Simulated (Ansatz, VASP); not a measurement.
# AlAs: VASP beside Ansatz

File INCAR:

```
  PREC = Accurate
  ENCUT = 500
  EDIFF = 1E-6
  ISMEAR = 0
  SIGMA = 0.01
  LREAL = F
  LASPH = T
  NELM = 120
  ALGO = Normal
  ISIF = 2
  LWAVE = F
  LCHARG = F
  GGA = PE
  NBANDS = 11
  GGA_COMPAT = F
```

Contents of KPOINTS:

```
Automatic mesh
0
Gamma
  6 6 6
```

POSCAR

```
AlAs
1.0
    0.0000000000      2.9199739124      2.9199739124
    2.9199739124      0.0000000000      2.9199739124
    2.9199739124      2.9199739124      0.0000000000
Al As
1 1
Direct
    0.0000000000      0.0000000000      0.0000000000
    0.2500000000      0.2500000000      0.2500000000
```

Input for Ansatz:

```yaml
crystal:
  lattice:
    - [0.0, 2.9199739124, 2.9199739124]
    - [2.9199739124, 0.0, 2.9199739124]
    - [2.9199739124, 2.9199739124, 0.0]
  atoms:
    - { symbol: Al, position: [0.0, 0.0, 0.0] }
    - { symbol: As, position: [0.25, 0.25, 0.25] }
kpoints:
  mp_grid: { grid: [6, 6, 6] }
hamiltonian:
  xc: pbe
scf:
  occupations: { method: fixed }
  n_extra_bands: 4
output:
  forces: true
  stress: true
  eigenvalues: true
```

Alike in both runs: task single point; functional PBE; k mesh 6 × 6 × 6; no spin polarisation.

|  | VASP | Ansatz |
| --- | --- | --- |
| version | VASP 6.6.1 | Ansatz 0.2.0 |
| potentials or method | VASP PAW PBE potentials, release 64 (Al, As) | plane waves, PAW |
| plane-wave cutoff (eV) | 500 | 420 |
| occupations | gaussian, width 0.01 eV | fixed |
| valence electrons in the cell | 8 | 18 |

|  | VASP | Ansatz | Ansatz less VASP |
| --- | --- | --- | --- |
| gap on the k mesh at the Fermi level (eV) | 1.34 | 1.33 | -0.003 |
| pressure (GPa) | -3.3 | -3.4 | -0.12 |

VASP's potentials hold 8 valence electrons a cell and Ansatz's 18, so a difference there can come from the potentials and not from the codes.
